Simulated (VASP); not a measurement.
# Ag (I4/mmm) in VASP: a series of runs

The runs below take Ag through single point, with LDA.

Program: VASP 6.6.1. These are calculated values, not measurements. Logs are shortened: lines on timing, memory, paths and dates and some standing lists are left out, and cuts for length are marked.

## (1) The cell of the first run

Symmetry: I4/mmm, No. 139, tetragonal system. The conventional cell has a = 2.914 Å, b = 2.914 Å, c = 3.823 Å, α = 90.00°, β = 90.00°, γ = 90.00°. Within 3.7 Å of Ag (site symmetry 4/mmm) lie 12 Ag at 2.81 to 2.91 Å.

## (2) Single point, LDA

INCAR reads:

```
SYSTEM = Ag
PREC = Accurate ; ENCUT = 520
EDIFF = 1E-6 ; ISMEAR = 0
SIGMA = 0.1 ; LREAL = .False.
LASPH = .True. ; NELM = 100
ALGO = Normal ; ISIF = 2
LWAVE = .False. ; LCHARG = .False.
NBANDS = 18
```

KPOINTS reads:

```
Automatic mesh
0
Gamma
  9 9 18
  0 0 0
```

POSCAR reads:

```
Ag
1.0
    4.1210459609      0.0000000000      0.0000000001
    0.0000000000      4.1210459609      0.0000000000
   -2.0605229805      0.0000000000      1.9112844101
Ag
2
Direct
    0.0000000000      0.0000000000      0.0000000000
    0.5000000000      0.5000000000      0.0000000000
```

Potentials or basis: VASP PAW LDA potentials, release 64 (Ag).

Started as:

```console
$ cat potpaw_LDA.64/Ag/POTCAR > POTCAR
$ mpirun -np 1 vasp_std > vasp.out
```

OUTCAR:

```text
SYSTEM = Ag
   PREC = Accurate
   ENCUT = 520
   EDIFF = 1E-6
   ISMEAR = 0
   LREAL = .False.
   LASPH = .True.
   NELM = 100
   ISIF = 2

 ion  position               nearest neighbor table
   1  0.000  0.000  0.000-   2 2.81   2 2.81   2 2.81   2 2.81   2 2.91   2 2.91   2 2.91   2 2.91

   2  0.500  0.500  0.000-   1 2.81   1 2.81   1 2.81   1 2.81   1 2.91   1 2.91   1 2.91   1 2.91

  LATTYP: Found a base centered orthorhombic cell.
 ALAT       =     3.8225688203
 B/A-ratio  =     1.0780828690
 C/A-ratio  =     1.0780828690

  Lattice vectors:

 A1 = (  -2.0605229805,   0.0000000000,   1.9112844101)
 A2 = (   2.0605229804,   0.0000000000,   1.9112844102)
 A3 = (   0.0000000000,   4.1210459609,   0.0000000000)

Analysis of symmetry for initial positions (statically):
=====================================================================
 Subroutine PRICEL returns following result:

  LATTYP: Found a body centered tetragonal cell.
 ALAT       =     2.9140195445
 C/A-ratio  =     1.3117855807

  Lattice vectors:

 A1 = (   0.0000000000,   2.0605229805,  -1.9112844101)
 A2 = (   0.0000000000,  -2.0605229804,  -1.9112844101)
 A3 = (  -2.0605229805,   0.0000000000,   1.9112844101)

   2 primitive cells build up your supercell.

 Routine SETGRP: Setting up the symmetry group for a
 base centered orthorhombic supercell.

 Subroutine GETGRP returns: Found  8 space group operations
 (whereof  8 operations were pure point group operations)
 out of a pool of  8 trial point group operations.

The static configuration has the point symmetry D_2h.

Analysis of symmetry for dynamics (positions and initial velocities):
=====================================================================
 Subroutine PRICEL returns following result:

  LATTYP: Found a body centered tetragonal cell.
 ALAT       =     2.9140195445
 C/A-ratio  =     1.3117855807

  Lattice vectors:

 A1 = (   0.0000000000,   2.0605229805,  -1.9112844101)
 A2 = (   0.0000000000,  -2.0605229804,  -1.9112844101)
 A3 = (  -2.0605229805,   0.0000000000,   1.9112844101)

   2 primitive cells build up your supercell.

 Routine SETGRP: Setting up the symmetry group for a
 base centered orthorhombic supercell.

 Subroutine GETGRP returns: Found  8 space group operations
 (whereof  8 operations were pure point group operations)
 out of a pool of  8 trial point group operations.

The dynamic configuration has the point symmetry D_2h.

 Subroutine INISYM returns: Found  8 space group operations
 (whereof  8 operations are pure point group operations),
 and found     2 'primitive' translations

----------------------------------------------------------------------------------------

                                     Primitive cell

  volume of cell :      16.2297

  direct lattice vectors                    reciprocal lattice vectors
     0.000000000  2.060522980 -1.911284410    -0.242656842  0.242656842 -0.261604185
     0.000000000 -2.060522980 -1.911284410    -0.242656842 -0.242656842 -0.261604185
    -2.060522981  0.000000000  1.911284410    -0.485313685  0.000000000 -0.000000000

  length of vectors
     2.810473812  2.810473812  2.810473812     0.431510644  0.431510644  0.485313685

  position of ions in fractional coordinates (direct lattice)
     0.000000000  0.000000000  0.000000000

  ion indices of the primitive-cell ions
   primitive index   ion index
                 1           1

----------------------------------------------------------------------------------------

 KPOINTS: Automatic mesh

Automatic generation of k-mesh.
 Grid dimensions read from file:
 generate k-points for:    9    9   18

 Generating k-lattice:

  Cartesian coordinates                     Fractional coordinates (reciprocal lattice)
     0.026961871  0.000000000  0.029067132     0.111111111  0.000000000  0.000000000
     0.000000000  0.026961871  0.000000000     0.000000000  0.111111111  0.000000000
    -0.000000000  0.000000000  0.029067132     0.000000000  0.000000000  0.055555556

  Length of vectors
     0.039646446  0.026961871  0.029067132

  Shift w.r.t. Gamma in fractional coordinates (k-lattice)
     0.000000000  0.000000000  0.000000000

 Subroutine IBZKPT returns following result:
 ===========================================

 Found    250 irreducible k-points:

 Following reciprocal coordinates:
            Coordinates               Weight
  0.000000  0.000000  0.000000      1.000000
  0.111111  0.000000  0.000000      4.000000
  0.222222  0.000000  0.000000      4.000000
  0.333333  0.000000  0.000000      4.000000
  0.444444  0.000000  0.000000      4.000000
  0.000000  0.111111  0.000000      2.000000
[... 16 lines left out ...]
  0.222222  0.444444  0.000000      8.000000
  0.333333  0.444444  0.000000      8.000000
 [... further k-points ...]
   k-points           NKPTS =    250   k-points in BZ     NKDIM =    250   number of bands    NBANDS=     18
   number of dos      NEDOS =    301   number of ions     NIONS =      2
   total plane-waves  NPLWV =  24576
   dimension x,y,z NGX =    32 NGY =   32 NGZ =   24
   dimension x,y,z NGXF=    64 NGYF=   64 NGZF=   48
   ions per type =               2
   NGX,Y,Z   is equivalent  to a cutoff of  12.91, 12.91, 14.20 a.u.
   NGXF,Y,Z  is equivalent  to a cutoff of  25.82, 25.82, 28.39 a.u.
 SYSTEM =  Ag
   PREC   = accura    normal or accurate (medium, high low for compatibility)
   ISTART =      0    job   : 0-new  1-cont  2-samecut
   ICHARG =      2    charge: 1-file 2-atom 10-const
   ISPIN  =      1    spin polarized calculation?
   LNONCOLLINEAR =      F non collinear calculations
   LSORBIT =      F    spin-orbit coupling
   LASPH  =      T    aspherical Exc in radial PAW
   ENCUT  =  520.0 eV  38.22 Ry    6.18 a.u.   7.66  7.66  5.23*2*pi/ulx,y,z
   NELM   =    100;   NELMIN=  2; NELMDL= -5     # of ELM steps
   EDIFF  = 0.1E-05   stopping-criterion for ELM
   LREAL  =      F    real-space projection
   EDIFFG = 0.1E-04   stopping-criterion for IOM
   NSW    =      0    number of steps for IOM
   IBRION =     -1    ionic relax: 0-MD 1-quasi-New 2-CG
   NFREE  =      0    steps in history (QN), initial steepest desc. (CG)
   ISIF   =      2    stress and relaxation
   ISYM   =      2    0-nonsym 1-usesym 2-fastsym
   POTIM  = 0.5000    time-step for ionic-motion
   TEBEG  =    0.0;   TEEND  =   0.0 temperature during run
   PSTRESS=    0.0 pullay stress
   NELECT =      22.0000    total number of electrons
   NUPDOWN=      -1.0000    fix difference up-down
   EMIN   =  10.00;   EMAX   =-10.00  energy-range for DOS
   EFERMI =   0.00;   METHOD = LEGACY
   ISMEAR =     0;   SIGMA  =   0.10  broadening in eV -4-tet -1-fermi 0-gaus
   EFERMI_NEDOS =   21; number of points for ismear=-14 and -15
   IALGO  =     38    algorithm
   IMIX   =      4    mixing-type and parameters
     AMIX     =   0.40;   BMIX     =  1.00
     AMIX_MAG =   1.60;   BMIX_MAG =  1.00
  volume/ion in A,a.u.               =      16.23       109.52
  Fermi-wavevector in a.u.,A,eV,Ry     =   1.438033  2.717489 28.136034  2.067940
  Thomas-Fermi vector in A             =   2.557045
   LORBIT       =      0    0 simple, 1 ext, 2 COOP (PROOUT), +10 PAW based schemes
   GGA     = CA    functional components
   LHFCALC =     F    Hartree Fock is set to
   AEXX    =    0.0000 exact exchange contribution
   IVDW    =     0    specifies the selected vdW correction
   LEPSILON=     F    determine dielectric tensor
   LRPA    =     F    only Hartree local field effects (RPA)
 non-spin polarized calculation
 Gauss-broadening in eV      SIGMA  =   0.10
  energy-cutoff  :      520.00
  volume of cell :       32.46
 maximum number of plane-waves:       887
   NGX = 15   NGY = 15   NGZ = 11

 number of electron      22.0000001 magnetization

 Free energy of the ion-electron system (eV)
  ---------------------------------------------------
  ext. energy  EPLUGINS =         0.00000000
  ---------------------------------------------------
  free energy    TOTEN  =        -7.55707515 eV

  energy without entropy =       -7.55540603  energy(sigma->0) =       -7.55624059

 E-fermi :   8.8421     XC(G=0): -12.8759

 val. band max:        8.8284667438   @ k =   0.3333   0.3333   0.2222
 cond. band min:       8.8736527585   @ k =  -0.2222   0.2222   0.1111
 fundamental gap:      0.0451860147
 Fermi energy:         8.8420587152

 k-point     1 :       0.0000    0.0000    0.0000
  band No.  band energies     occupation
      1       0.6629      2.00000
      2       2.0966      2.00000
      3       2.2798      2.00000
      4       3.7554      2.00000
      5       3.7554      2.00000
      6       4.2360      2.00000
[... 10 lines left out ...]
     17      27.1807      0.00000
     18      27.3442      0.00000

 k-point     2 :       0.1111    0.0000    0.0000
  band No.  band energies     occupation
      1       0.9358      2.00000
      2       2.2311      2.00000
      3       2.4317      2.00000
      4       3.7438      2.00000
      5       3.8577      2.00000
      6       4.2226      2.00000
[... 10 lines left out ...]
     17      27.1072      0.00000
     18      27.1760      0.00000

 k-point     3 :       0.2222    0.0000    0.0000
  band No.  band energies     occupation
      1       1.6767      2.00000
      2       2.4946      2.00000
      3       2.9251      2.00000
      4       3.6296      2.00000
      5       4.0371      2.00000
      6       4.3109      2.00000
[... 10 lines left out ...]
     17      24.3950      0.00000
     18      26.8094      0.00000

 k-point     4 :       0.3333    0.0000    0.0000
  band No.  band energies     occupation
      1       2.6002      2.00000
      2       2.8210      2.00000
      3       3.4580      2.00000
      4       3.5245      2.00000
      5       4.0401      2.00000
      6       4.0458      2.00000
[... 375 lines left out ...]
      4       3.2209      2.00000
      5       4.1322      2.00000
      6       4.3626      2.00000
[... 10 lines left out ...]
     17      25.0651      0.00000
     18      25.4624      0.00000

 k-point    23 :       0.2222    0.4444    0.0000
  band No.  band energies     occupation
      1       2.4826      2.00000
      2       2.6341      2.00000
      3       3.6294      2.00000
      4       3.8429      2.00000
      5       3.9515      2.00000
      6       3.9980      2.00000
[... 10 lines left out ...]
     17      24.8912      0.00000
     18      26.1770      0.00000

 k-point    24 :       0.3333    0.4444    0.0000
  band No.  band energies     occupation
      1       2.2942      2.00000
      2       2.4076      2.00000
      3       3.6323      2.00000
      4       3.7196      2.00000
      5       4.2465      2.00000
      6       4.2915      2.00000
[... 10 lines left out ...]
     17      25.3683      0.00000
     18      26.7876      0.00000

 [... further k-points ...]

------------------------ aborting loop because EDIFF is reached ----------------------------------------

  FORCE on cell =-STRESS in cart. coord.  units (eV):
  Direction    XX          YY          ZZ          XY          YZ          ZX
  --------------------------------------------------------------------------------------
  -------------------------------------------------------------------------------------
  Total       -0.4899316     -0.4897476      0.0268628      0.0000000      0.0000000     -0.0000000
  in kB      -24.1827581    -24.1736752      1.3259351      0.0000000      0.0000000     -0.0000000
  external PRESSURE =     -15.6768328 kB  Pullay stress =       0.0000000 kB

 VOLUME and BASIS-vectors are now :
 -----------------------------------------------------------------------------
  energy-cutoff  :      520.00
  volume of cell :       32.46
      direct lattice vectors                 reciprocal lattice vectors
     4.121045961  0.000000000  0.000000000     0.242656842  0.000000000  0.261604185
     0.000000000  4.121045961  0.000000000     0.000000000  0.242656842  0.000000000
    -2.060522981  0.000000000  1.911284410    -0.000000000  0.000000000  0.523208370

 POSITION                                       TOTAL-FORCE (eV/Angst)
 -----------------------------------------------------------------------------------
      0.00000      0.00000      0.00000         0.000000      0.000000     -0.000000
      2.06052      2.06052      0.00000        -0.000000     -0.000000      0.000000
 -----------------------------------------------------------------------------------
    total drift:                                0.000000     -0.000000     -0.000000

  FREE ENERGIE OF THE ION-ELECTRON SYSTEM (eV)
  ---------------------------------------------------
  free  energy   TOTEN  =        -7.5570751538 eV

  energy  without entropy=       -7.5554060252  energy(sigma->0) =       -7.55624059
```

Run time: 32 s. Hardware: 1 thread of Intel Xeon 6975P-C (Granite Rapids), shared host; peak memory 0.23 GiB.

What came out:

| Quantity | Value |
| --- | --- |
| Free energy | -7.5571 eV |
| Pressure | -1.6 GPa |
| Band gap on the k mesh | zero (band 11 reaches 13.68 eV, above the bottom of band 12 at 5.56 eV) |

Levels at points of the mesh, in eV from the Fermi level:
```csv
k point,band 7,band 8,band 9,band 10,band 11,band 12,band 13,band 14,band 15,band 16
"(0.00, 0.00, 0.00)",-4.07,-3.56,-2.97,-2.89,-2.54,1.08,6.50,11.26,11.43,16.22
"(0.00, 0.00, 0.50)",-2.89,-2.67,-2.67,-2.54,1.08,2.46,6.50,8.45,9.93,9.93
```

## (3) Single point, LDA

INCAR reads:

```
SYSTEM = Ag
PREC = Accurate
ENCUT = 520
EDIFF = 1E-6
ISMEAR = 0
SIGMA = 0.1
LREAL = .False.
LASPH = .True.
NELM = 100
ALGO = Fast
ISIF = 2
LWAVE = .False.
LCHARG = .False.
GGA = CA
NBANDS = 18
```

KPOINTS reads:

```
regular mesh
0
Gamma
  9 9 18
  0 0 0
```

POSCAR is that of step 2.

Potentials or basis: VASP PAW LDA potentials, release 64 (Ag).

Started as:

```console
$ cat potpaw_LDA.64/Ag/POTCAR > POTCAR
$ mpirun -np 1 vasp_std > vasp.out
```

OUTCAR:

```text
SYSTEM = Ag
   PREC = Accurate
   ENCUT = 520
   EDIFF = 1E-6
   ISMEAR = 0
   LREAL = .False.
   LASPH = .True.
   NELM = 100
   ISIF = 2
   GGA = CA

 ion  position               nearest neighbor table
   1  0.000  0.000  0.000-   2 2.81   2 2.81   2 2.81   2 2.81   2 2.91   2 2.91   2 2.91   2 2.91

   2  0.500  0.500  0.000-   1 2.81   1 2.81   1 2.81   1 2.81   1 2.91   1 2.91   1 2.91   1 2.91

  LATTYP: Found a base centered orthorhombic cell.
 ALAT       =     3.8225688203
 B/A-ratio  =     1.0780828690
 C/A-ratio  =     1.0780828690
[... 716 lines left out ...]

  FORCE on cell =-STRESS in cart. coord.  units (eV):
  Direction    XX          YY          ZZ          XY          YZ          ZX
  --------------------------------------------------------------------------------------
  -------------------------------------------------------------------------------------
  Total       -0.4909193     -0.4907295      0.0258549      0.0000000      0.0000000     -0.0000000
  in kB      -24.2315072    -24.2221381      1.2761852      0.0000000      0.0000000     -0.0000000
  external PRESSURE =     -15.7258200 kB  Pullay stress =       0.0000000 kB

 VOLUME and BASIS-vectors are now :
 -----------------------------------------------------------------------------
  energy-cutoff  :      520.00
  volume of cell :       32.46
      direct lattice vectors                 reciprocal lattice vectors
     4.121045961  0.000000000  0.000000000     0.242656842  0.000000000  0.261604185
     0.000000000  4.121045961  0.000000000     0.000000000  0.242656842  0.000000000
    -2.060522981  0.000000000  1.911284410    -0.000000000  0.000000000  0.523208370

 POSITION                                       TOTAL-FORCE (eV/Angst)
 -----------------------------------------------------------------------------------
      0.00000      0.00000      0.00000         0.000000      0.000000      0.000000
      2.06052      2.06052      0.00000        -0.000000     -0.000000     -0.000000
 -----------------------------------------------------------------------------------
    total drift:                                0.000000     -0.000000     -0.000000

  FREE ENERGIE OF THE ION-ELECTRON SYSTEM (eV)
  ---------------------------------------------------
  free  energy   TOTEN  =        -7.5570751024 eV

  energy  without entropy=       -7.5554058584  energy(sigma->0) =       -7.55624048
```

It took 1.7 min on 1 thread of Intel Xeon Platinum 8259CL at 2.50GHz (Skylake/Cascade Lake), shared host; peak memory 0.23 GiB.

What came out:

```yaml
Free_energy: -7.5571 eV
Pressure: -1.6 GPa
Band_gap_on_the_k_mesh: zero (band 11 reaches 13.68 eV, above the bottom of band 12 at 5.56 eV)
```

Stress tensor (GPa, compression positive):
```
-2.42  0.00  0.00
 0.00 -2.42  0.00
 0.00  0.00  0.13
```

## (4) Single point, LDA

This run uses another cell than the first one, of 16.40 Å³/atom, 1.011 times its volume.

INCAR reads:

```
ALGO = Fast ; EDIFF = 1E-6
ENCUT = 520 ; ISIF = 2
ISMEAR = 0 ; LASPH = True
LCHARG = True ; LELF = True
LREAL = False ; LVHAR = True
LWAVE = False ; NBANDS = 18
NELM = 60 ; PREC = Accurate
SIGMA = 0.1
```

KPOINTS reads:

```
k-points
0
Gamma
  9 9 18
```

POSCAR reads:

```
Ag
1.0
    4.1210459609      0.0000000000      0.0000000000
    0.0000000000      4.1210459609      0.0000000000
   -2.0605229805      0.0000000000      1.9316481694
Ag
2
Direct
    0.0000000000      0.0000000000      0.0000000000
    0.5000000000      0.5000000000      0.0000000000
```

Started as:

```console
$ cat potpaw_LDA.64/Ag/POTCAR > POTCAR
$ mpirun -np 1 vasp_std > vasp.out
```

Wall time 1.7 min (1 thread of Intel Xeon Platinum 8259CL at 2.50GHz (Skylake/Cascade Lake), shared host); peak memory 0.23 GiB.

It converged, with:

- Free energy: -7.5557 eV
- Pressure: -2.9 GPa
- Band gap on the k mesh: zero (band 11 reaches 13.56 eV, above the bottom of band 12 at 5.42 eV)

Stress tensor (GPa, compression positive):
```
-3.61  0.00  0.00
 0.00 -3.61  0.00
 0.00  0.00 -1.61
```

Levels at points of the mesh, in eV from the Fermi level:
| k point | band 7 | band 8 | band 9 | band 10 | band 11 | band 12 | band 13 | band 14 | band 15 | band 16 |
| --- | --- | --- | --- | --- | --- | --- | --- | --- | --- | --- |
| (0.00, 0.00, 0.00) | -4.01 | -3.58 | -2.97 | -2.86 | -2.57 | 1.15 | 6.50 | 11.13 | 11.26 | 16.17 |
| (0.00, 0.00, 0.50) | -2.86 | -2.68 | -2.68 | -2.57 | 1.15 | 2.32 | 6.50 | 8.16 | 9.99 | 9.99 |
